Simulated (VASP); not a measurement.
# ZnSe in VASP: relaxation of the atoms with PBE+D3(BJ)

Aim: the relaxation of the atoms of ZnSe with PBE+D3(BJ).

All numbers are computed with VASP 6.6.1; they aren't measurements. Logs are shortened: lines on timing, memory, paths and dates and some standing lists are left out, and cuts for length are marked.

## Step 1: The cell of the first run

The cell holds a slab with vacuum, 16 atoms: a = 7.997 Å, b = 7.997 Å, c = 20.081 Å, α = 90.00°, β = 90.00°, γ = 120.00°.

## Step 2: Relaxation of the atoms, PBE+D3(BJ)

INCAR

```
SYSTEM = ZnSe
PREC = Accurate
ENCUT = 520
EDIFF = 1E-6
ISMEAR = 0
SIGMA = 0.05
LREAL = Auto
LASPH = .True.
NELM = 80
ALGO = Normal
ISIF = 2
LWAVE = .False.
LCHARG = .False.
LDIPOL = .True.
IDIPOL = 3
DIPOL = 0.5 0.5 0.500
GGA = PE
IVDW = 12
IBRION = 2
NSW = 90
EDIFFG = -0.03
LUSENCCL = .False.
```

KPOINTS

```
Automatic mesh
0
Gamma
  2 2 1
  0 0 0
```

POSCAR

```
ZnSe
1.0
    7.9972834977      0.0000000000      0.0000000000
   -3.9986417489      6.9258506703      0.0000000000
    0.0000000000      0.0000000000     20.0810966454
Se Zn
8 8
Selective dynamics
Direct
    0.5000000000      0.0000000000      0.3983846172  F F F
    0.5000000000      0.5000000000      0.3983846172  F F F
    0.0000000000      0.0000000000      0.3983846172  F F F
    0.0000000000      0.5000000000      0.3983846172  F F F
    0.6666666667      0.8333333333      0.5609692297  T T T
    0.6666666667      0.3333333333      0.5609692297  T T T
    0.1666666667      0.8333333333      0.5609692297  T T T
    0.1666666667      0.3333333333      0.5609692297  T T T
    0.1666666667      0.8333333333      0.4390307703  F F F
    0.1666666667      0.3333333333      0.4390307703  F F F
    0.6666666667      0.8333333333      0.4390307703  F F F
    0.6666666667      0.3333333333      0.4390307703  F F F
    0.3333333333      0.6666666667      0.6016153828  T T T
    0.3333333333      0.1666666667      0.6016153828  T T T
    0.8333333333      0.6666666667      0.6016153828  T T T
    0.8333333333      0.1666666667      0.6016153828  T T T
```

Potentials or basis: VASP PAW PBE potentials, release 64 (Se, Zn).

Started as:

```
$ cat potpaw_PBE.64/Se/POTCAR potpaw_PBE.64/Zn/POTCAR > POTCAR
$ mpirun -np 1 vasp_std > vasp.out
```

OUTCAR:

```text
SYSTEM = ZnSe
   PREC = Accurate
   ENCUT = 520
   EDIFF = 1E-6
   ISMEAR = 0
   LREAL = Auto
   LASPH = .True.
   NELM = 80
   ISIF = 2
   GGA = PE
   IVDW = 12
   IBRION = 2
   NSW = 90
   EDIFFG = -0.03
 IVDW          = 12

 ion  position               nearest neighbor table
   1  0.500  0.000  0.398-   9 2.45  12 2.45  11 2.45
   2  0.500  0.500  0.398-  10 2.45  11 2.45  12 2.45
   3  0.000  0.000  0.398-  11 2.45  10 2.45   9 2.45
   4  0.000  0.500  0.398-  12 2.45   9 2.45  10 2.45
   5  0.667  0.833  0.561-  15 2.45  13 2.45  16 2.45  11 2.45
   6  0.667  0.333  0.561-  16 2.45  14 2.45  15 2.45  12 2.45
   7  0.167  0.833  0.561-  13 2.45  15 2.45  14 2.45   9 2.45
   8  0.167  0.333  0.561-  14 2.45  16 2.45  13 2.45  10 2.45
   9  0.167  0.833  0.439-   1 2.45   4 2.45   3 2.45   7 2.45
  10  0.167  0.333  0.439-   2 2.45   3 2.45   4 2.45   8 2.45
  11  0.667  0.833  0.439-   3 2.45   2 2.45   1 2.45   5 2.45
  12  0.667  0.333  0.439-   4 2.45   1 2.45   2 2.45   6 2.45
  13  0.333  0.667  0.602-   7 2.45   5 2.45   8 2.45
  14  0.333  0.167  0.602-   8 2.45   6 2.45   7 2.45
  15  0.833  0.667  0.602-   5 2.45   7 2.45   6 2.45
  16  0.833  0.167  0.602-   6 2.45   8 2.45   5 2.45
[... 7 lines left out ...]
 A1 = (   7.9972834977,   0.0000000000,   0.0000000000)
 A2 = (  -3.9986417489,   6.9258506703,   0.0000000000)
 A3 = (   0.0000000000,   0.0000000000,  20.0810966454)

Analysis of symmetry for initial positions (statically):
=====================================================================
 Subroutine PRICEL returns following result:

  LATTYP: Found a hexagonal cell.
 ALAT       =     3.9986417489
 C/A-ratio  =     5.0219794387
[... 12 lines left out ...]
 Subroutine GETGRP returns: Found  6 space group operations
 (whereof  6 operations were pure point group operations)
 out of a pool of 24 trial point group operations.

The static configuration has the point symmetry C_3v.

Analysis of symmetry for dynamics (positions and initial velocities):
=====================================================================
 Subroutine PRICEL returns following result:

  LATTYP: Found a hexagonal cell.
 ALAT       =     3.9986417489
 C/A-ratio  =     5.0219794387
[... 12 lines left out ...]
 Subroutine GETGRP returns: Found  6 space group operations
 (whereof  6 operations were pure point group operations)
 out of a pool of 24 trial point group operations.

The dynamic configuration has the point symmetry C_3v.

Analysis of constrained symmetry for selective dynamics:
=====================================================================
 Subroutine PRICEL returns following result:

  LATTYP: Found a hexagonal cell.
 ALAT       =     3.9986417489
 C/A-ratio  =     5.0219794387
[... 124 lines left out ...]
   AEXX    =    0.0000 exact exchange contribution
   IVDW    =    12    specifies the selected vdW correction
   LEPSILON=     F    determine dielectric tensor
   LRPA    =     F    only Hartree local field effects (RPA)
 conjugate gradient relaxation of ions
 non-spin polarized calculation
 Gauss-broadening in eV      SIGMA  =   0.05
  energy-cutoff  :      520.00
  volume of cell :     1112.25
 maximum number of plane-waves:     29988
 NGX is ok and might be reduce to    60
   NGX = 29   NGY = 29   NGZ = 75

 dipolmoment           0.000000      0.000000      0.000044 electrons x Angstroem

--------------------------------------- Ionic step        1  -------------------------------------------

 number of electron     143.9999999 magnetization

 Free energy of the ion-electron system (eV)
  ---------------------------------------------------
  ext. energy  EPLUGINS =         0.00000000
  ---------------------------------------------------
  free energy    TOTEN  =       -42.75593750 eV

  energy without entropy =      -42.75586786  energy(sigma->0) =      -42.75590268

------------------------ aborting loop because EDIFF is reached ----------------------------------------

 Edisp (eV)   -3.53938

 E8    (eV) :    -1.5531
[... 147 lines left out ...]
  FREE ENERGIE OF THE ION-ELECTRON SYSTEM (eV)
  ---------------------------------------------------
  free  energy   TOTEN  =       -47.1048141244 eV

  energy  without entropy=      -47.0916520499  energy(sigma->0) =      -47.09823309

[... ionic steps 4 to 9 ...]

--------------------------------------- Ionic step       10  -------------------------------------------

 number of electron     144.0000017 magnetization

------------------------ aborting loop because EDIFF is reached ----------------------------------------
[... 103 lines left out ...]
--------------------------------------- Ionic step       12  -------------------------------------------

 number of electron     144.0000004 magnetization

 dipolmoment           0.000000      0.000000     -0.919379 electrons x Angstroem

 Free energy of the ion-electron system (eV)
  ---------------------------------------------------
  ext. energy  EPLUGINS =         0.00000000
  ---------------------------------------------------
  free energy    TOTEN  =       -43.68507157 eV

  energy without entropy =      -43.66779246  energy(sigma->0) =      -43.67643202

 E-fermi :  -2.2464     XC(G=0):  -3.6807

 val. band max:       -2.2742938174   @ k =   0.0000   0.0000   0.0000
 cond. band min:      -2.2402012838   @ k =   0.0000   0.0000   0.0000
 fundamental gap:      0.0340925337
 Fermi energy:        -2.2464101355

 k-point     1 :       0.0000    0.0000    0.0000
  band No.  band energies     occupation
      1     -17.1759      2.00000
      2     -16.5428      2.00000
      3     -16.5428      2.00000
      4     -16.5428      2.00000
      5     -14.5771      2.00000
      6     -13.9945      2.00000
[... 76 lines left out ...]
     83       0.8799      0.00000
     84       0.8799      0.00000

 k-point     2 :       0.5000    0.0000    0.0000
  band No.  band energies     occupation
      1     -16.8812      2.00000
      2     -16.8812      2.00000
      3     -16.5480      2.00000
      4     -16.5480      2.00000
      5     -14.3040      2.00000
      6     -14.3040      2.00000
[... 76 lines left out ...]
     83       1.5439      0.00000
     84       1.5439      0.00000
 [bands above 84 left out]

------------------------ aborting loop because EDIFF is reached ----------------------------------------

 vacuum level on the upper side and lower side of the slab       (xc-potential included)        -1.667         1.249

 Edisp (eV)   -3.50275

 E8    (eV) :    -1.5343

  FORCE on cell =-STRESS in cart. coord.  units (eV):
  Direction    XX          YY          ZZ          XY          YZ          ZX
  --------------------------------------------------------------------------------------
  -------------------------------------------------------------------------------------
  Total       4.66303     4.66303    -2.38344    -0.00000     0.00000    -0.00000
  in kB       6.71701     6.71701    -3.43330    -0.00000     0.00000    -0.00000
  external pressure =        3.33 kB  Pullay stress =        0.00 kB
[... 31 lines left out ...]
  FREE ENERGIE OF THE ION-ELECTRON SYSTEM (eV)
  ---------------------------------------------------
  free  energy   TOTEN  =       -47.1878186432 eV

  energy  without entropy=      -47.1705395314  energy(sigma->0) =      -47.17917909

 reached required accuracy - stopping structural energy minimisation

 vacuum level on the upper side and lower side of the slab         0.597         3.591
```

CONTCAR:

```text
ZnSe
    1.000000000000000
     7.9972834976999998    0.0000000000000000    0.0000000000000000
    -3.9986417488999999    6.9258506703000000    0.0000000000000000
     0.0000000000000000    0.0000000000000000   20.0810966453999988
  Se              Zn
     8     8
Selective dynamics
Direct
[... 13 lines left out ...]
     0.3333333332999970    0.1666666667000030    0.5922097272680666   T   T   T
     0.8333333332999970    0.6666666667000030    0.5922097272680666   T   T   T
     0.8333333332999970    0.1666666667000030    0.5922097272680666   T   T   T

  0.00000000E+00  0.00000000E+00  0.00000000E+00
  0.00000000E+00  0.00000000E+00  0.00000000E+00
  0.00000000E+00  0.00000000E+00  0.00000000E+00
  0.00000000E+00  0.00000000E+00  0.00000000E+00
  0.00000000E+00  0.00000000E+00  0.00000000E+00
  0.00000000E+00  0.00000000E+00  0.00000000E+00
[... 8 lines left out ...]
  0.00000000E+00  0.00000000E+00  0.00000000E+00
  0.00000000E+00  0.00000000E+00  0.00000000E+00
```

It took 11 min on 1 × NVIDIA H100 80GB with 1 thread of AMD EPYC 7R13 (Zen 3), shared host; peak memory 1.8 GiB.

Results:

```
Free energy                : -47.1878 eV
Energy gained by relaxing  : 55.8 meV/atom
Ionic steps                : 12
Band gap on the k mesh     : 0.03 eV
Dispersion energy per atom : -0.219 eV
```

The path:
```
step  energy change (eV)  largest force on free atoms (eV/Å)  pressure (GPa)
   1              0.0000                              1.4618           -0.13
   2             -0.4334                              0.9215           -0.07
   3             -0.8095                              0.3018            0.14
   4             -0.8415                              0.1359            0.38
   5             -0.8653                              0.1176            0.37
   6             -0.8878                              0.0444            0.28
   7             -0.8885                              0.0324            0.31
   8             -0.8890                              0.0324            0.31
   9             -0.8890                              0.0359            0.30
  10             -0.8894                              0.0362            0.31
  11             -0.8906                              0.0339            0.32
  12             -0.8925                              0.0283            0.33
```

Final structure:
```cif
data_structure
_symmetry_space_group_name_H-M 'P 1'
_symmetry_Int_Tables_number 1
_cell_length_a 7.9973
_cell_length_b 7.9973
_cell_length_c 20.0811
_cell_angle_alpha 90.000
_cell_angle_beta 90.000
_cell_angle_gamma 120.000
_cell_volume 1112.25
loop_
_atom_site_label
_atom_site_type_symbol
_atom_site_fract_x
_atom_site_fract_y
_atom_site_fract_z
_atom_site_occupancy
Se1 Se 0.50000 0.00000 0.39838 1
Se2 Se 0.50000 0.50000 0.39838 1
Se3 Se 0.00000 0.00000 0.39838 1
Se4 Se 0.00000 0.50000 0.39838 1
Se5 Se 0.66667 0.83333 0.57531 1
Se6 Se 0.66667 0.33333 0.57531 1
Se7 Se 0.16667 0.83333 0.57531 1
Se8 Se 0.16667 0.33333 0.57531 1
Zn1 Zn 0.16667 0.83333 0.43903 1
Zn2 Zn 0.16667 0.33333 0.43903 1
Zn3 Zn 0.66667 0.83333 0.43903 1
Zn4 Zn 0.66667 0.33333 0.43903 1
Zn5 Zn 0.33333 0.66667 0.59221 1
Zn6 Zn 0.33333 0.16667 0.59221 1
Zn7 Zn 0.83333 0.66667 0.59221 1
Zn8 Zn 0.83333 0.16667 0.59221 1
```

Levels at points of the mesh, in eV from the valence-band top:
| k point | band 70 | band 71 | band 72 | band 73 | band 74 | band 75 |
| --- | --- | --- | --- | --- | --- | --- |
| (0.00, 0.00, 0.00) | -1.03 | 0.00 | 0.00 | 0.03 | 1.26 | 1.26 |
| (0.50, 0.00, 0.00) | -0.85 | -0.64 | -0.64 | 1.35 | 1.35 | 1.71 |

Caveat: the k points lie up to 0.45 Å⁻¹ apart; semilocal functionals underestimate gaps, and a narrow one can read as zero.
